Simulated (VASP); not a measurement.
Write the native input for VASP 6.6.1 that does the following.

```
Task                   : single point
Functional             : PBE
Potentials or basis    : VASP PAW PBE potentials, release 64 (Te, Mo_sv)
Cutoff                 : 520 eV
k mesh                 : 12 × 12 × 2
Occupations            : fermi-dirac, width 0.02 eV
Spin                   : no spin polarisation
Dipole correction      : no
Further INCAR settings : ALGO = Normal; EDIFF = 1e-06; NBANDS = 35
```

The structure of Te2Mo lies in POSCAR:

```
Te2Mo
1.0
    3.5421311991      0.0000000000      0.0000000000
   -1.7710655996      3.0675756020      0.0000000000
    0.0000000000      0.0000000000     14.8751659395
Te Mo
4 2
Direct
    0.3333333333      0.6666666667      0.1289948110
    0.6666666667      0.3333333333      0.6290034836
    0.6666666667      0.3333333333      0.8710051890
    0.3333333333      0.6666666667      0.3709965164
    0.3333333333      0.6666666667      0.7500043130
    0.6666666667      0.3333333333      0.2499956870
```

This cell differs from its parent crystal: uniaxial z strain +4.9%.

These files were run (other wordings do the same):

INCAR

```
ALGO     = Normal         # electronic algorithm
EDIFF    = 1E-6           # SCF threshold, eV
ENCUT    = 520            # plane-wave cutoff, eV
GGA      = PE             # functional
ISIF     = 2              # what is computed and relaxed
ISMEAR   = -1             # smearing method
LASPH    = T              # aspherical terms in the spheres
LCHARG   = F              # write CHGCAR
LREAL    = F              # projectors in reciprocal space
LWAVE    = F              # write WAVECAR
NBANDS   = 35             # bands
NELM     = 100            # most SCF steps
PREC     = Accurate       # precision mode
SIGMA    = 0.02           # smearing width, eV
```

KPOINTS

```
k-points
0
Gamma
  12 12 2
```

Potentials or basis: VASP PAW PBE potentials, release 64 (Te, Mo_sv).

The run is started by

```console
$ cat potpaw_PBE.64/Te/POTCAR potpaw_PBE.64/Mo_sv/POTCAR > POTCAR
$ mpirun -np 1 vasp_std > vasp.out
```

It gave:

* Pressure: 1.2 GPa
* Largest force: 0.188 eV/Å
* Band gap on the k mesh: 0.98 eV (least direct gap 1.04 eV)

Caveat: the cell differs from its parent crystal (uniaxial z strain +4.9%); spin-orbit coupling is left out, which moves the levels of the heavy elements.

It took 2.3 min on 1 thread of AMD EPYC 9R45 96-Core Processor (Zen 5) (shared host), peak memory 0.36 GiB.
